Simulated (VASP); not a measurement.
**As: relaxation of cell and atoms with PBE**

The system is As.

```
As
1.0
     2.72908    0.00000    0.00000
     0.00000    2.72908    0.00000
     0.00000    0.00000    2.72908
As
1
Cartesian
  0.0000 0.0000 0.0000
```

```json
{
 "Program": "VASP 6.6.1",
 "Task": "relaxation of cell and atoms",
 "Functional": "PBE",
 "Potentials or basis": "VASP PAW PBE potentials, release 64 (As)",
 "Cutoff": "600 eV",
 "k mesh": "15 × 15 × 15",
 "Occupations": "fermi-dirac, width 0.05 eV",
 "Spin": "no spin polarisation",
 "Dipole correction": "no",
 "Further INCAR settings": "ALGO = Normal; EDIFF = 1e-07; IBRION = 2; EDIFFG = -0.005; NSW = 45; ISIF = 3"
}
```

| Property | Result |
| --- | --- |
| Relaxed volume | 20.36 Å³/atom |
| Relaxed cell | a = 2.731 Å, b = 2.731 Å, c = 2.731 Å, α = 90.00°, β = 90.00°, γ = 90.00° |
| Space group after relaxing (to 0.05 Å) | Pm-3m (No. 221) |
| Energy gained by relaxing | 0.0 meV/atom |
| Ionic steps | 3 |
| Pressure after relaxing | 0.0 GPa |

Final structure:
```yaml
crystal:
  lattice:
    - [2.73071, 0.00000, 0.00000]
    - [0.00000, 2.73071, 0.00000]
    - [0.00000, 0.00000, 2.73071]
  atoms:
    - { symbol: As, position: [0.00000, 0.00000, 0.00000] }
```

Levels at points of the mesh, in eV from the Fermi level:
| k point | band 1 | band 2 | band 3 | band 4 | band 5 |
| --- | --- | --- | --- | --- | --- |
| (0.00, 0.00, 0.00) | -14.75 | 4.01 | 4.01 | 4.01 | 8.44 |

Wall time 22 s on 1 thread of AMD EPYC 9R45 (Zen 5), on a shared host, peak memory 0.12 GiB.
